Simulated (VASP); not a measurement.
Input of a VASP 6.6.1 run:

File INCAR:

```
ALGO = Normal ; EDIFF = 1E-6
ENCUT = 520 ; GGA = PS
ISIF = 2 ; ISMEAR = 0
LASPH = T ; LCHARG = T
LELF = T ; LREAL = F
LVHAR = T ; LWAVE = F
NBANDS = 14 ; NELM = 60
PREC = Accurate ; SIGMA = 0.15
```

Contents of KPOINTS:

```
k-points
0
Gamma
  18 18 18
```

The input POSCAR:

```
HfN
1.0
    0.0000000000      2.4397200000      2.3493600000
    2.4397200000      0.0000000000      2.3493600000
    2.4397200000      2.4397200000      0.0000000000
Hf N
1 1
Direct
    0.0000000000      0.0000000000      0.0000000000
    0.5000000000      0.5000000000      0.5000000000
```

Potentials or basis: VASP PAW PBE potentials, release 64 (Hf_pv, N).

Command:

```bash
$ cat potpaw_PBE.64/Hf_pv/POTCAR potpaw_PBE.64/N/POTCAR > POTCAR
$ mpirun -np 1 vasp_std > vasp.out
```

Task: Estimate the pressure.

Result: -38.3 GPa.

Task: Predict the band gap on the k mesh.

Result: Zero (an odd number of electrons rules out a gap without spin polarisation).

Stress tensor (GPa, compression positive):
```
-40.27   0.00   0.00
  0.00 -40.27   0.00
  0.00   0.00 -34.49
```

Caveat: the cell differs from its parent crystal (strain +0.080 along x and y, +0.040 along z); the stress differs along the axes, from -40 to -34 GPa; the PAW data sets were made with another functional, which shifts forces and pressure a little; spin-orbit coupling is left out, which moves the levels of the heavy elements.
